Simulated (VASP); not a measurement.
**Mg2O (CdCl2 type): density of states with PBEsol**

The system is Mg2O (CdCl2 type).

```
CELL_PARAMETERS angstrom
1.52431 -0.88006 4.99775
0.00000 1.76013 4.99775
-1.52431 -0.88006 4.99775
ATOMIC_POSITIONS crystal
O 0.00000 0.00000 0.00000
Mg 0.25080 0.25080 0.25080
Mg 0.74920 0.74920 0.74920
```

```yaml
Program: VASP 6.6.1
Task: density of states
Functional: PBEsol
Potentials_or_basis: VASP PAW PBE potentials, release 64 (O, Mg)
Cutoff: 520 eV
k_mesh: 12 × 12 × 12
Occupations: fermi-dirac, width 0.05 eV
Spin: no spin polarisation
Dipole_correction: no
k_mesh_for_the_DOS: 18 × 18 × 18
Occupations_for_the_DOS: tetrahedron
Further_INCAR_settings: ALGO = Normal; EDIFF = 1e-06; NBANDS = 12
```

| Item | Value |
| --- | --- |
| Valence electrons inside the program's atomic spheres | O 5.03; Mg 0.37 |

Levels at points of the mesh, in eV from the Fermi level:
```
           k point  band 1  band 2  band 3  band 4  band 5  band 6  band 7  band 8  band 9  band 10
(0.00, 0.00, 0.00)  -20.55   -7.16   -5.79   -4.54   -4.54    2.34    3.01   11.44   11.44    11.81
(0.50, 0.00, 0.00)  -19.82   -8.00   -6.01   -5.17   -0.62   -0.15    2.23    6.93    7.15     8.34
(0.50, 0.50, 0.00)  -19.82   -7.95   -6.15   -5.18   -1.33    0.57    4.73    4.75    5.33     8.90
(0.50, 0.50, 0.50)  -20.53   -8.27   -4.54   -4.54   -3.09   -0.90    5.48    8.49   10.81    10.81
```

Wall time 3.6 min on 1 thread of Intel(R) Xeon(R) Platinum 8488C (Sapphire Rapids), with other jobs on the host, peak memory 0.46 GiB.
